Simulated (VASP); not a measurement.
Wanted: the native input for a VASP 6.6.1 run.

| Item | Value |
| --- | --- |
| Task | single point |
| Functional | PBE |
| Potentials or basis | VASP PAW PBE potentials, release 64 (Ba_sv, Ti_sv, O_h) |
| Cutoff | 910 eV |
| k mesh | 7 × 7 × 7 |
| Occupations | fermi-dirac, width 0.05 eV |
| Spin | no spin polarisation |
| Hubbard terms | Ti d U = 5.0 eV |
| Dipole correction | no |
| Further INCAR settings | ALGO = Normal; EDIFF = 1e-06; NBANDS = 28 |

The structure of BaTiO3 lies in POSCAR:

```
BaTiO3
1.0
    3.9998000000      0.0000000000      0.0000000000
    0.0000000000      3.9998000000      0.0000000000
    0.0000000000      0.0000000000      4.0180000000
Ba Ti O
1 1 3
Direct
    0.0000000000      0.0000000000      0.0000000000
    0.5000000000      0.5000000000      0.4900000000
    0.0000000000      0.5000000000      0.5170000000
    0.5000000000      0.0000000000      0.5170000000
    0.5000000000      0.5000000000      0.0190000000
```

One way to write it, as run:

INCAR

```
SYSTEM = BaTiO3
PREC = Accurate
ENCUT = 910
EDIFF = 1E-6
ISMEAR = -1
SIGMA = 0.05
LREAL = .FALSE.
LASPH = .TRUE.
NELM = 200
ALGO = Normal
ISIF = 2
LWAVE = .FALSE.
LCHARG = .FALSE.
LMAXMIX = 4
LDAU = .TRUE.
LDAUTYPE = 2
LDAUL = -1 2 -1
LDAUU = 0 5 0
LDAUJ = 0 0 0
LDAUPRINT = 1
GGA = PE
NBANDS = 28
GGA_COMPAT = .FALSE.
```

KPOINTS

```
Automatic mesh
0
G
  7 7 7
  0 0 0
```

Potentials or basis: VASP PAW PBE potentials, release 64 (Ba_sv, Ti_sv, O_h).

Command:

```console
$ cat potpaw_PBE.64/Ba_sv/POTCAR potpaw_PBE.64/Ti_sv/POTCAR potpaw_PBE.64/O_h/POTCAR > POTCAR
$ mpirun -np 1 vasp_std > vasp.out
```

Results of the run:

```
Pressure               : 8.0 GPa
Largest force          : 0.603 eV/Å
Band gap on the k mesh : 2.49 eV (least direct gap 2.70 eV)
```

Caveat: the cutoff is under 1.25 times the usual one of these potentials, so pressure, stress and relaxed cells hold a basis-set (Pulay) error; the cell stands under pressure; spin-orbit coupling is left out, which moves the levels of the heavy elements; an odd mesh through Γ misses points on the zone boundary, where band edges can lie.

Run time: 2.9 min on 1 thread of Intel(R) Xeon(R) Platinum 8259CL CPU @ 2.50GHz (Skylake/Cascade Lake) (shared host), peak memory 0.35 GiB.
